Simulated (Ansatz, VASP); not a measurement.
Cu in VASP and in Ansatz

INCAR

```
ALGO     = Normal         # electronic algorithm
EDIFF    = 1E-6           # SCF threshold, eV
ENCUT    = 520            # plane-wave cutoff, eV
GGA      = CA             # functional
ISIF     = 2              # what is computed and relaxed
ISMEAR   = -1             # smearing method
ISPIN    = 2              # spin polarisation
LASPH    = T              # aspherical terms in the spheres
LCHARG   = F              # write CHGCAR
LMAXMIX  = 4              # l up to which the mixer works
LORBIT   = 11             # projections on sites
LREAL    = F              # projectors in reciprocal space
LWAVE    = F              # write WAVECAR
MAGMOM   = 0.7            # initial moments
NBANDS   = 16             # bands
NELM     = 150            # most SCF steps
PREC     = Accurate       # precision mode
SIGMA    = 0.05           # smearing width, eV
```

Contents of KPOINTS:

```
k-points
0
Gamma
  16 16 16
```

Contents of POSCAR:

```
Cu
1.0
    0.0000000000      1.8075000000      1.8075000000
    1.8075000000      0.0000000000      1.8075000000
    1.8075000000      1.8075000000      0.0000000000
Cu
1
Direct
    0.0000000000      0.0000000000      0.0000000000
```

Input for Ansatz:

```yaml
crystal:
  lattice:
    - [0.0, 1.8075, 1.8075]
    - [1.8075, 0.0, 1.8075]
    - [1.8075, 1.8075, 0.0]
  atoms:
    - { symbol: Cu, position: [0.0, 0.0, 0.0], spin: 0.7 }
magnetization:
  spin_polarized: true
kpoints:
  mp_grid: { grid: [16, 16, 16] }
scf:
  occupations: { method: fermi_dirac, width: 0.05 }
  lower_state_search: "off"
hamiltonian:
  xc: lda
  pseudopotentials: { kind: all_electron, lapw: { basis_error: 0.001 } }
output:
  forces: true
  stress: true
  eigenvalues: false
  populations: true
  dos: { projected: true, de: 0.1, e_range: [-8, 5] }
```

Alike in both runs: task single point; functional LDA; k mesh 16 × 16 × 16; occupations fermi-dirac, width 0.05 eV; collinear spin.

```csv
,VASP,Ansatz
version,VASP 6.6.1,Ansatz 0.2.0
potentials or method,"VASP PAW LDA potentials, release 64 (Cu), cutoff 520 eV","all-electron LAPW, scalar-relativistic"
```

VASP gave:

| Quantity | Value |
| --- | --- |
| pressure (GPa) | -11.6 |
| net moment per atom (μB) | 0.00 |

Question: What did Ansatz give for the same quantities?

Answer: Pressure (GPa): -12.5; net moment per atom (μB): 0.00.

LDA's correlation is that of Perdew and Zunger in VASP and of Perdew and Wang (1992) in Ansatz. Ansatz ran all-electron here, and VASP with PAW potentials. Ansatz's warnings: seeded moment not kept.
